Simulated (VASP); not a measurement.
# Ge2TeO3 (P-4m2) in VASP: a series of runs

Runs on Ge2TeO3. Level: PBE. Tasks: relaxation of cell and atoms, single point.

Program: VASP 6.6.1. These are calculated values, not measurements. Logs are shortened: lines on timing, memory, paths and dates and some standing lists are left out, and cuts for length are marked.

### 1 The cell of the first run

It takes space group P-4m2 (No. 115, tetragonal). Conventional cell: a = 3.496 Å, b = 3.496 Å, c = 7.630 Å, α = 90.00°, β = 90.00°, γ = 90.00°. Ge (site symmetry 2mm) has 7 O at 2.64 to 2.72 Å and 2 Te at 2.65 Å and 4 Ge at 3.50 Å within 3.5 Å. Within 3.5 Å of Te (site symmetry -4m2) lie 8 O at 2.47 to 3.40 Å and 4 Ge at 2.65 Å and 4 Te at 3.50 Å. Within 3.5 Å of O (site symmetry 2mm) lie 5 Ge at 2.64 to 2.72 Å and 10 O at 3.06 to 3.50 Å and 2 Te at 3.40 Å. Within 3.5 Å of O (site symmetry -4m2) lie 4 Te at 2.47 Å and 4 Ge at 2.65 Å and 8 O at 3.40 to 3.50 Å.

The cell was generated, and may not be a known phase.

### 2 Relaxation of cell and atoms, PBE

Input file INCAR:

```
SYSTEM = Ge2TeO3
  PREC = Accurate
  ENCUT = 600
  EDIFF = 1E-7
  ISMEAR = 0
  SIGMA = 0.1
  LREAL = .False.
  LASPH = .True.
  NELM = 60
  ALGO = Normal
  ISIF = 3
  LWAVE = .False.
  LCHARG = .False.
  GGA = PE
  IBRION = 2
  NSW = 90
  EDIFFG = -0.04
```

Input file KPOINTS:

```
Automatic mesh
0
Gamma
  6 6 2
  0 0 0
```

Input file POSCAR:

```
Ge2TeO3
1.0
    3.4962294500      0.0000000000      0.0000000000
    0.0000000000      3.4962294500      0.0000000000
    0.0000000000      0.0000000000      7.6301959900
Ge Te O
2 1 3
Direct
    0.5000000000      0.0000000000      0.7391800300
    0.0000000000      0.5000000000      0.2608199700
    0.5000000000      0.5000000000      0.0000000000
    0.5000000000      0.0000000000      0.3822810100
    0.0000000000      0.5000000000      0.6177189900
    0.0000000000      0.0000000000      0.0000000000
```

Potentials or basis: VASP PAW PBE potentials, release 64 (Ge_d, Te, O).

Launch:

```
$ cat potpaw_PBE.64/Ge_d/POTCAR potpaw_PBE.64/Te/POTCAR potpaw_PBE.64/O/POTCAR > POTCAR
$ mpirun -np 1 vasp_std > vasp.out
```

OUTCAR:

```text
SYSTEM = Ge2TeO3
   PREC = Accurate
   ENCUT = 600
   EDIFF = 1E-7
   ISMEAR = 0
   LREAL = .False.
   LASPH = .True.
   NELM = 60
   ISIF = 3
   GGA = PE
   IBRION = 2
   NSW = 90
   EDIFFG = -0.04

 ion  position               nearest neighbor table
   1  0.500  0.000  0.739-   3 2.65   3 2.65
   2  0.000  0.500  0.261-   3 2.65   3 2.65
   3  0.500  0.500  0.000-   6 2.47   6 2.47   6 2.47   6 2.47   2 2.65   2 2.65   1 2.65   1 2.65

   4  0.500  0.000  0.382-
   5  0.000  0.500  0.618-
   6  0.000  0.000  0.000-   3 2.47   3 2.47   3 2.47   3 2.47

  LATTYP: Found a simple tetragonal cell.
 ALAT       =     3.4962294500
 C/A-ratio  =     2.1824071043

  Lattice vectors:

 A1 = (   3.4962294500,   0.0000000000,   0.0000000000)
 A2 = (   0.0000000000,   3.4962294500,   0.0000000000)
 A3 = (   0.0000000000,   0.0000000000,   7.6301959900)

Analysis of symmetry for initial positions (statically):
=====================================================================
 Subroutine PRICEL returns:
 Original cell was already a primitive cell.

 Routine SETGRP: Setting up the symmetry group for a
 simple tetragonal supercell.

 Subroutine GETGRP returns: Found  8 space group operations
 (whereof  8 operations were pure point group operations)
 out of a pool of 16 trial point group operations.

The static configuration has the point symmetry D_2d.

Analysis of symmetry for dynamics (positions and initial velocities):
=====================================================================
 Subroutine PRICEL returns:
 Original cell was already a primitive cell.

 Routine SETGRP: Setting up the symmetry group for a
 simple tetragonal supercell.

 Subroutine GETGRP returns: Found  8 space group operations
 (whereof  8 operations were pure point group operations)
 out of a pool of 16 trial point group operations.

The dynamic configuration has the point symmetry D_2d.

 Subroutine INISYM returns: Found  8 space group operations
 (whereof  8 operations are pure point group operations),
 and found     1 'primitive' translations

----------------------------------------------------------------------------------------

[... 93 lines left out ...]
   ENCUT  =  600.0 eV  44.10 Ry    6.64 a.u.   6.98  6.98 15.24*2*pi/ulx,y,z
   NELM   =     60;   NELMIN=  2; NELMDL= -5     # of ELM steps
   EDIFF  = 0.1E-06   stopping-criterion for ELM
   LREAL  =      F    real-space projection
   EDIFFG = -.4E-01   stopping-criterion for IOM
   NSW    =     90    number of steps for IOM
   IBRION =      2    ionic relax: 0-MD 1-quasi-New 2-CG
   NFREE  =      1    steps in history (QN), initial steepest desc. (CG)
   ISIF   =      3    stress and relaxation
   ISYM   =      2    0-nonsym 1-usesym 2-fastsym
   POTIM  = 0.5000    time-step for ionic-motion
   TEBEG  =    0.0;   TEEND  =   0.0 temperature during run
   PSTRESS=    0.0 pullay stress
   NELECT =      52.0000    total number of electrons
   NUPDOWN=      -1.0000    fix difference up-down
   EMIN   =  10.00;   EMAX   =-10.00  energy-range for DOS
   EFERMI =   0.00;   METHOD = LEGACY
   ISMEAR =     0;   SIGMA  =   0.10  broadening in eV -4-tet -1-fermi 0-gaus
   EFERMI_NEDOS =   21; number of points for ismear=-14 and -15
   IALGO  =     38    algorithm
   IMIX   =      4    mixing-type and parameters
     AMIX     =   0.40;   BMIX     =  1.00
     AMIX_MAG =   1.60;   BMIX_MAG =  1.00
  volume/ion in A,a.u.               =      15.54       104.90
  Fermi-wavevector in a.u.,A,eV,Ry     =   1.347403  2.546222 24.701298  1.815494
  Thomas-Fermi vector in A             =   2.475156
   LORBIT       =      0    0 simple, 1 ext, 2 COOP (PROOUT), +10 PAW based schemes
   GGA     = PE    functional components
   LHFCALC =     F    Hartree Fock is set to
   AEXX    =    0.0000 exact exchange contribution
   IVDW    =     0    specifies the selected vdW correction
   LEPSILON=     F    determine dielectric tensor
   LRPA    =     F    only Hartree local field effects (RPA)
 conjugate gradient relaxation of ions
 non-spin polarized calculation
 Gauss-broadening in eV      SIGMA  =   0.10
  energy-cutoff  :      600.00
  volume of cell :       93.27
 maximum number of plane-waves:      3142
 NGX is ok and might be reduce to    28
   NGX = 13   NGY = 13   NGZ = 31

--------------------------------------- Ionic step        1  -------------------------------------------

 number of electron      51.9999988 magnetization

 Free energy of the ion-electron system (eV)
  ---------------------------------------------------
  ext. energy  EPLUGINS =         0.00000000
  ---------------------------------------------------
  free energy    TOTEN  =       -25.67922374 eV

  energy without entropy =      -25.64796432  energy(sigma->0) =      -25.66359403

------------------------ aborting loop because EDIFF is reached ----------------------------------------

  FORCE on cell =-STRESS in cart. coord.  units (eV):
  Direction    XX          YY          ZZ          XY          YZ          ZX
  --------------------------------------------------------------------------------------
  -------------------------------------------------------------------------------------
  Total       -3.7194980     -3.7194980      0.6189224      0.0000000     -0.0000000     -0.0000000
  in kB      -63.8938953    -63.8938953     10.6319090      0.0000000     -0.0000000     -0.0000000
  external PRESSURE =     -39.0519605 kB  Pullay stress =       0.0000000 kB
[... 101 lines left out ...]
  FREE ENERGIE OF THE ION-ELECTRON SYSTEM (eV)
  ---------------------------------------------------
  free  energy   TOTEN  =       -29.8189687380 eV

  energy  without entropy=      -29.8092425789  energy(sigma->0) =      -29.81410566

[... ionic steps 4 to 21 ...]

--------------------------------------- Ionic step       22  -------------------------------------------

 number of electron      51.9999992 magnetization

------------------------ aborting loop because EDIFF is reached ----------------------------------------
[... 75 lines left out ...]
--------------------------------------- Ionic step       24  -------------------------------------------

 number of electron      51.9999997 magnetization

 Free energy of the ion-electron system (eV)
  ---------------------------------------------------
  ext. energy  EPLUGINS =         0.00000000
  ---------------------------------------------------
  free energy    TOTEN  =       -30.92171480 eV

  energy without entropy =      -30.90060584  energy(sigma->0) =      -30.91116032

 E-fermi :   5.1561     XC(G=0): -10.2219

 val. band max:        5.1559573478   @ k =   0.3333   0.1667   0.5000
 cond. band min:       5.1678969856   @ k =   0.1667   0.0000   0.5000
 fundamental gap:      0.0119396378
 Fermi energy:         5.1560524706

 k-point     1 :       0.0000    0.0000    0.0000
  band No.  band energies     occupation
      1     -19.3454      2.00000
      2     -19.3358      2.00000
      3     -19.2963      2.00000
      4     -19.2893      2.00000
      5     -19.2876      2.00000
      6     -19.2088      2.00000
[... 702 lines left out ...]
  FREE ENERGIE OF THE ION-ELECTRON SYSTEM (eV)
  ---------------------------------------------------
  free  energy   TOTEN  =       -30.9217147976 eV

  energy  without entropy=      -30.9006058404  energy(sigma->0) =      -30.91116032

 reached required accuracy - stopping structural energy minimisation
```

Run time: 27 min. Hardware: 1 thread of Oxide Virtual Turin-like, shared host; peak memory 0.23 GiB.

Results:

* Free energy: -30.9217 eV
* Relaxed volume: 16.29 Å³/atom
* Relaxed cell: a = 3.293 Å, b = 3.293 Å, c = 9.011 Å, α = 90.00°, β = 90.00°, γ = 90.00°
* Space group after relaxing (to 0.1 Å): P-4m2 (No. 115)
* Energy gained by relaxing: 873.7 meV/atom
* Ionic steps: 24
* Pressure after relaxing: 0.0 GPa
* Largest force after relaxing: 0.012 eV/Å
* Band gap on the k mesh: zero (bands 26 and 27 overlap by 0.98 eV)

Forces in eV/Å, atoms in the order of the input:
```
Ge   0.000  0.000  0.002
Ge   0.000  0.000 -0.002
Te   0.000  0.000  0.000
O    0.000  0.000  0.012
O    0.000  0.000 -0.012
O    0.000  0.000  0.000
```

The path:
```csv
step,energy change (eV),largest force (eV/Å),pressure (GPa),volume (Å³)
1,0.0000,4.9763,-3.91,93.27
2,-2.5197,3.8136,-5.34,88.21
3,-4.1397,1.4378,6.71,80.74
4,-4.1581,1.3131,4.50,81.49
5,-4.5128,1.4298,-2.02,86.65
6,-4.6702,1.2689,-6.15,95.10
7,-4.7731,1.1024,-2.02,94.70
8,-4.7756,0.9105,-2.63,94.75
9,-4.9091,0.7848,-1.38,93.08
10,-5.0708,0.5968,2.60,89.18
11,-5.0738,0.6052,3.59,88.38
12,-5.1434,0.6045,0.88,90.26
13,-5.1504,0.5713,-0.16,91.03
14,-5.1848,0.3668,0.10,91.56
15,-5.1934,0.2297,0.40,91.97
16,-5.2049,0.1617,0.46,92.56
17,-5.2284,0.0713,0.76,94.31
18,-5.2259,0.5297,1.68,97.76
19,-5.2346,0.3190,1.25,96.13
20,-5.2412,0.1083,0.21,97.43
21,-5.2415,0.0795,-0.01,97.74
22,-5.2415,0.0827,-0.04,97.77
23,-5.2419,0.0650,-0.03,97.76
24,-5.2425,0.0119,-0.02,97.72
```

Final structure:
```
CELL_PARAMETERS angstrom
3.29300 0.00000 0.00000
0.00000 3.29300 0.00000
0.00000 0.00000 9.01116
ATOMIC_POSITIONS crystal
Ge 0.50000 0.00000 0.63215
Ge 0.00000 0.50000 0.36785
Te 0.50000 0.50000 0.00000
O 0.50000 0.00000 0.41904
O 0.00000 0.50000 0.58096
O 0.00000 0.00000 0.00000
```

Caveat: the k points lie up to 0.35 Å⁻¹ apart in the final cell, too coarse for converged energies and pressures of a metal; a cell axis changed by over 15 % at a fixed basis, so the end point is rough; spin-orbit coupling is left out, which moves the levels of the heavy elements.

### 3 Single point, PBE

This run uses another cell than the first one, of 16.99 Å³/atom.

Input file INCAR:

```
PREC = Accurate ; ENCUT = 520
EDIFF = 1E-7 ; ISMEAR = 0
SIGMA = 0.1 ; LREAL = False
LASPH = True ; NELM = 80
ALGO = Fast ; ISIF = 2
LWAVE = False ; LCHARG = True
GGA = PE ; LELF = True
LVHAR = True ; NBANDS = 35
```

Input file KPOINTS:

```
Automatic mesh
0
Gamma
  12 12 4
```

Input file POSCAR:

```
Ge2TeO3
1.0
    3.2893563833      0.0000000000      0.0000000000
    0.0000000000      3.2893563833      0.0000000000
    0.0000000000      0.0000000000      9.4236220403
Ge Te O
2 1 3
Direct
    0.5000000000      0.0000000000      0.6261150472
    0.0000000000      0.5000000000      0.3738849528
    0.5000000000      0.5000000000      0.0000000000
    0.5000000000      0.0000000000      0.4229280075
    0.0000000000      0.5000000000      0.5770719925
    0.0000000000      0.0000000000      0.0000000000
```

Potentials or basis: VASP PAW PBE potentials, release 64 (Ge_d, Te, O).

Launch:

```
$ cat potpaw_PBE.64/Ge_d/POTCAR potpaw_PBE.64/Te/POTCAR potpaw_PBE.64/O/POTCAR > POTCAR
$ mpirun -np 1 vasp_std > vasp.out
```

OUTCAR:

```text
PREC = Accurate
   ENCUT = 520
   EDIFF = 1E-7
   ISMEAR = 0
   LREAL = False
   LASPH = True
   NELM = 80
   ISIF = 2
   GGA = PE

 ion  position               nearest neighbor table
   1  0.500  0.000  0.626-   4 1.91   5 2.37   5 2.37   5 2.37   5 2.37
   2  0.000  0.500  0.374-   5 1.91   4 2.37   4 2.37   4 2.37   4 2.37
   3  0.500  0.500  0.000-   6 2.33   6 2.33   6 2.33   6 2.33
   4  0.500  0.000  0.423-   1 1.91   2 2.37   2 2.37   2 2.37   2 2.37
   5  0.000  0.500  0.577-   2 1.91   1 2.37   1 2.37   1 2.37   1 2.37
   6  0.000  0.000  0.000-   3 2.33   3 2.33   3 2.33   3 2.33

  LATTYP: Found a simple tetragonal cell.
 ALAT       =     3.2893563833
 C/A-ratio  =     2.8648832605

  Lattice vectors:

 A1 = (   3.2893563833,   0.0000000000,   0.0000000000)
 A2 = (   0.0000000000,   3.2893563833,   0.0000000000)
 A3 = (   0.0000000000,   0.0000000000,   9.4236220403)

Analysis of symmetry for initial positions (statically):
=====================================================================
 Subroutine PRICEL returns:
 Original cell was already a primitive cell.

 Routine SETGRP: Setting up the symmetry group for a
[... 173 lines left out ...]
  free energy    TOTEN  =       -30.98279735 eV

  energy without entropy =      -30.97295181  energy(sigma->0) =      -30.97787458

 E-fermi :   4.6213     XC(G=0):  -9.9445

 val. band max:        4.5385909603   @ k =   0.1667   0.1667   0.5000
 cond. band min:       4.6316782805   @ k =   0.1667   0.1667   0.2500
 fundamental gap:      0.0930873201
 Fermi energy:         4.6213091915

 k-point     1 :       0.0000    0.0000    0.0000
  band No.  band energies     occupation
      1     -19.7139      2.00000
      2     -19.7041      2.00000
      3     -19.6643      2.00000
      4     -19.6570      2.00000
      5     -19.6555      2.00000
      6     -19.5746      2.00000
[... 901 lines left out ...]
     34      10.7852      0.00000
     35      12.4277      0.00000

 [... further k-points ...]
[... 5 lines left out ...]
  --------------------------------------------------------------------------------------
  -------------------------------------------------------------------------------------
  Total       -0.1491895     -0.1491895      0.1236957      0.0000000      0.0000000      0.0000000
  in kB       -2.3442774     -2.3442774      1.9436828      0.0000000      0.0000000      0.0000000
  external PRESSURE =      -0.9149573 kB  Pullay stress =       0.0000000 kB

 VOLUME and BASIS-vectors are now :
 -----------------------------------------------------------------------------
  energy-cutoff  :      520.00
  volume of cell :      101.96
      direct lattice vectors                 reciprocal lattice vectors
     3.289356383  0.000000000  0.000000000     0.304010841  0.000000000  0.000000000
     0.000000000  3.289356383  0.000000000     0.000000000  0.304010841  0.000000000
     0.000000000  0.000000000  9.423622040     0.000000000  0.000000000  0.106116310

 POSITION                                       TOTAL-FORCE (eV/Angst)
 -----------------------------------------------------------------------------------
      1.64468      0.00000      5.90027        -0.000000      0.000000      0.065289
      0.00000      1.64468      3.52335        -0.000000     -0.000000     -0.065289
      1.64468      1.64468      0.00000        -0.000000     -0.000000      0.000000
      1.64468      0.00000      3.98551        -0.000000     -0.000000     -0.027373
      0.00000      1.64468      5.43811         0.000000      0.000000      0.027373
      0.00000      0.00000      0.00000        -0.000000     -0.000000      0.000000
 -----------------------------------------------------------------------------------
    total drift:                                0.000000      0.000000      0.000000

  FREE ENERGIE OF THE ION-ELECTRON SYSTEM (eV)
  ---------------------------------------------------
  free  energy   TOTEN  =       -30.9827973521 eV

  energy  without entropy=      -30.9729518080  energy(sigma->0) =      -30.97787458
```

stdout:

```text
POSCAR found type information on POSCAR GeTeO
 POSCAR found :  3 types and       6 ions
 scaLAPACK will be used
 LDA part: xc-table for (Slater+PW92), standard interpolation
 POSCAR, INCAR and KPOINTS ok, starting setup
 FFT: planning ... GRIDC
 FFT: planning ... GRID_SOFT
 FFT: planning ... GRID
 WAVECAR not read
 entering main loop
WARNING in EDDRMM: call to ZHEGV failed, returncode =   8  4     31
WARNING in EDDRMM: call to ZHEGV failed, returncode =   6  3     30
WARNING in EDDRMM: call to ZHEGV failed, returncode =   8  4     31
WARNING in EDDRMM: call to ZHEGV failed, returncode =   8  4     32
WARNING in EDDRMM: call to ZHEGV failed, returncode =   8  4     33
WARNING in EDDRMM: call to ZHEGV failed, returncode =   6  3     22
WARNING in EDDRMM: call to ZHEGV failed, returncode =   6  3     28
 num prob WARNING in EDDRMM: call to ZHEGV failed, returncode =   6  3     21
 num prob RMM:  17    -0.309827973521E+02   -0.22903E-07   -0.87113E-07  7314   0.481E-03
```

Run time: 10 min. Hardware: 1 thread of Oxide Virtual Turin-like, shared host; peak memory 0.35 GiB.

Results:

| Quantity | Value |
| --- | --- |
| Free energy | -30.9828 eV |
| Pressure | -0.1 GPa |
| Largest force | 0.065 eV/Å |
| Band gap on the k mesh | zero (bands 26 and 27 overlap by 1.04 eV) |

Forces in eV/Å, atoms in the order of the input:
```
Ge   0.000  0.000  0.065
Ge   0.000  0.000 -0.065
Te   0.000  0.000  0.000
O    0.000  0.000 -0.027
O    0.000  0.000  0.027
O    0.000  0.000  0.000
```

Levels at points of the mesh, in eV from the Fermi level:
```tsv
k point	band 22	band 23	band 24	band 25	band 26	band 27	band 28	band 29	band 30	band 31
(0.00, 0.00, 0.00)	-4.51	-2.37	-2.37	-0.96	0.48	3.89	4.69	4.73	4.73	5.67
(0.50, 0.00, 0.00)	-2.94	-2.11	-1.84	-1.69	-0.88	-0.52	1.77	2.05	2.17	5.60
(0.50, 0.50, 0.00)	-3.85	-3.13	-2.04	-2.04	-0.27	3.46	3.46	3.99	4.25	4.68
(0.00, 0.00, 0.50)	-4.38	-2.37	-2.37	-0.92	0.26	3.29	4.72	4.72	5.23	5.81
(0.50, 0.00, 0.50)	-2.94	-1.93	-1.89	-1.68	-0.88	-0.57	1.77	2.05	2.17	5.60
(0.50, 0.50, 0.50)	-3.82	-3.15	-2.05	-2.05	-0.31	3.39	3.39	3.86	3.92	4.89
```

Caveat: spin-orbit coupling is left out, which moves the levels of the heavy elements.

The gap in the log of VASP goes by the Fermi energy; the results here count the filled bands.